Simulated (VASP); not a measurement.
A run of VASP 6.6.1 is set up as follows.

Contents of INCAR:

```
SYSTEM = O
PREC = Accurate
ENCUT = 520
EDIFF = 1E-6
ISMEAR = 0
SIGMA = 0.15
LREAL = .False.
LASPH = .True.
NELM = 80
ALGO = Normal
ISIF = 2
LWAVE = .False.
LCHARG = .False.
GGA = CA
NBANDS = 13
```

KPOINTS

```
Automatic mesh
0
Gamma
  22 22 22
  0 0 0
```

File POSCAR:

```
O
1.0
    0.0000000000      1.7015929804      3.7198529289
    1.6906079588      0.0000000000      3.7198529289
    1.6906079588      1.7015929804      0.0000000000
O
2
Direct
    0.0808467867      0.0808467867      0.9191532133
    0.9191532133      0.9191532133      0.0808467867
```

Potentials or basis: VASP PAW LDA potentials, release 64 (O).

Command:

```bash
$ cat potpaw_LDA.64/O/POTCAR > POTCAR
$ mpirun -np 1 vasp_std > vasp.out
```

Problem. What does it give for the largest force?

Solution. 1.266 eV/Å.

Problem. Estimate the band gap on the k mesh.

Solution. Zero (bands 6 and 7 overlap by 2.53 eV).

Problem. Estimate the pressure.

Solution. -1.6 GPa.

Stress tensor (GPa, compression positive):
```
-7.58  0.00  0.00
 0.00 -7.71  0.00
 0.00  0.00 10.38
```

Caveat: the standard files for N, O and F lose accuracy on very short bonds; spin is off for a triplet molecule; the stress differs along the axes, from -8 to 10 GPa; forces of over 1 eV/Å act on the atoms, so gaps and moduli don't describe the material at rest.
